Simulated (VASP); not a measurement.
Here is a VASP 6.6.1 calculation.

INCAR

```
PREC     = Accurate       # precision mode
ENCUT    = 520            # plane-wave cutoff, eV
EDIFF    = 1E-7           # SCF threshold, eV
ISMEAR   = 0              # smearing method
SIGMA    = 0.1            # smearing width, eV
LREAL    = F              # projectors in reciprocal space
LASPH    = T              # aspherical terms in the spheres
NELM     = 100            # most SCF steps
ALGO     = Fast           # electronic algorithm
ISIF     = 2              # what is computed and relaxed
LWAVE    = F              # write WAVECAR
LCHARG   = T              # write CHGCAR
GGA      = PS             # functional
LELF     = T              # ELF
LVHAR    = T            
NBANDS   = 35             # bands
```

KPOINTS

```
Automatic mesh
0
Gamma
  10 10 10
```

File POSCAR:

```
Ta2Si
1.0
   -3.0601190123      3.0601190123      2.5115712659
    3.0601190123     -3.0601190123      2.5115712659
    3.0601190123      3.0601190123     -2.5115712659
Ta Si
4 2
Direct
    0.6629888769      0.8370111231      0.5000000000
    0.8370111231      0.3370111231      0.1740222462
    0.3370111231      0.1629888769      0.5000000000
    0.1629888769      0.6629888769      0.8259777538
    0.2500000000      0.2500000000      0.0000000000
    0.7500000000      0.7500000000      0.0000000000
```

Potentials or basis: VASP PAW PBE potentials, release 64 (Ta_pv, Si).

Run with:

```console
$ cat potpaw_PBE.64/Ta_pv/POTCAR potpaw_PBE.64/Si/POTCAR > POTCAR
$ mpirun -np 1 vasp_std > vasp.out
```

Q: Estimate the band gap on the k mesh.

A: Zero (bands 26 and 27 overlap by 0.77 eV).

Q: Predict the largest force.

A: 0.009 eV/Å.

Forces on the atoms (eV/Å):
```
Ta   0.007 -0.007  0.000
Ta   0.007  0.007  0.000
Ta  -0.007  0.007  0.000
Ta  -0.007 -0.007  0.000
Si   0.000  0.000  0.000
Si   0.000  0.000  0.000
```

Caveat: the PAW data sets were made with another functional, which shifts forces and pressure a little; spin-orbit coupling is left out, which moves the levels of the heavy elements.
